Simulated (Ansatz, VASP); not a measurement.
ZnS in VASP and in Ansatz

Contents of POSCAR:

```
ZnS
1.0
    4.1112594871      0.0000000000      0.0000000000
   -2.0556297435      3.5604551574      0.0000000000
    0.0000000000      0.0000000000      6.7453939643
Zn S
2 2
Direct
    0.3333333333      0.6666666667      0.0053880710
    0.6666666667      0.3333333333      0.5053880710
    0.3333333333      0.6666666667      0.3796119290
    0.6666666667      0.3333333333      0.8796119290
```

Contents of INCAR.step1:

```
PREC     = Accurate       # precision mode
ENCUT    = 520            # plane-wave cutoff, eV
ISMEAR   = 0              # smearing method
SIGMA    = 0.05           # smearing width, eV
LREAL    = F              # projectors in reciprocal space
LASPH    = T              # aspherical terms in the spheres
NELM     = 100            # most SCF steps
NBANDS   = 26             # bands
GGA      = PE             # functional
ALGO     = Normal         # electronic algorithm
EDIFF    = 1E-4           # SCF threshold, eV
LWAVE    = T              # write WAVECAR
LCHARG   = F              # write CHGCAR
```

The input INCAR.step2:

```
PREC     = Accurate       # precision mode
ENCUT    = 520            # plane-wave cutoff, eV
EDIFF    = 1E-6           # SCF threshold, eV
ISMEAR   = 0              # smearing method
SIGMA    = 0.05           # smearing width, eV
LREAL    = F              # projectors in reciprocal space
LASPH    = T              # aspherical terms in the spheres
NELM     = 100            # most SCF steps
ALGO     = Normal         # electronic algorithm
ISIF     = 2              # what is computed and relaxed
LWAVE    = F              # write WAVECAR
LCHARG   = F              # write CHGCAR
METAGGA  = R2SCAN         # meta-GGA
LMIXTAU  = T            
NBANDS   = 26             # bands
ISTART   = 1
```

Contents of KPOINTS:

```
regular mesh
0
Gamma
  6 6 4
```

Input for Ansatz:

```yaml
crystal:
  lattice:
    - [4.1112594871, 0.0, 0.0]
    - [-2.0556297435, 3.5604551574, 0.0]
    - [0.0, 0.0, 6.7453939643]
  atoms:
    - { symbol: Zn, position: [0.3333333333, 0.6666666667, 0.005388071] }
    - { symbol: Zn, position: [0.6666666667, 0.3333333333, 0.505388071] }
    - { symbol: S, position: [0.3333333333, 0.6666666667, 0.379611929] }
    - { symbol: S, position: [0.6666666667, 0.3333333333, 0.879611929] }
basis:
  ecutwfc: 500
kpoints:
  mp_grid: { grid: [6, 6, 4] }
hamiltonian:
  xc: r2scan
scf:
  occupations: { method: gaussian, width: 0.05 }
output:
  forces: true
  stress: true
  eigenvalues: true
```

Change from the starting cell: strain +0.080 along x and y, +0.080 along z, atoms carried along.

Alike in both runs: task single point; functional r2SCAN; k mesh 6 × 6 × 4; occupations gaussian, width 0.05 eV; no spin polarisation.

|  | VASP | Ansatz |
| --- | --- | --- |
| version | VASP 6.6.1 | Ansatz 0.2.0 |
| potentials or method | VASP PAW PBE potentials, release 64 (Zn, S), cutoff 520 eV | scalar-relativistic, plane waves, PAW |
| valence electrons in the cell | 36 | 36 |

|  | VASP | Ansatz | Ansatz less VASP |
| --- | --- | --- | --- |
| gap on the k mesh at the Fermi level (eV) | 1.74 | 1.74 | +0.003 |
| least direct gap on the mesh (eV) | 1.74 | 1.74 | +0.003 |
| pressure (GPa) | -11.0 | -11.0 | +0.04 |
| traceless stress, the component that is largest in VASP (GPa) | -0.17 | -0.15 | +0.018 |
| rms of the force components (eV/Å) | 0.018 | 0.020 | +0.0025 |

VASP's potentials were made for PBE, not for r2SCAN. Atom by atom the forces differ by 0.002 eV/Å (rms over components).
